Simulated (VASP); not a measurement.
A run of VASP 6.6.1:

File INCAR:

```
PREC = Accurate
ENCUT = 520
EDIFF = 1E-7
ISMEAR = 0
SIGMA = 0.1
LREAL = False
LASPH = True
NELM = 100
ALGO = Normal
ISIF = 2
LWAVE = False
LCHARG = False
GGA = PE
NBANDS = 15
```

The input KPOINTS:

```
regular mesh
0
Gamma
  16 16 16
```

The input POSCAR:

```
ZrC
1.0
    0.0000000000      2.2561814896      2.2561814896
    2.2561814896      0.0000000000      2.2561814896
    2.2561814896      2.2561814896      0.0000000000
Zr C
1 1
Direct
    0.5000000000      0.5000000000      0.5000000000
    0.0000000000      0.0000000000      0.0000000000
```

Potentials or basis: VASP PAW PBE potentials, release 64 (Zr_sv, C).

The run is started by

```console
$ cat potpaw_PBE.64/Zr_sv/POTCAR potpaw_PBE.64/C/POTCAR > POTCAR
$ mpirun -np 1 vasp_std > vasp.out
```

Hardware: 1 thread of AMD EPYC 9R45 96-Core Processor (Zen 5), with other jobs on the host.

Q: How long does it take, and how much memory?

A: Run time: 21 s on 1 thread of AMD EPYC 9R45 96-Core Processor (Zen 5), with other jobs on the host, peak memory 0.14 GiB. Counts: scf iterations 14, k points 145.
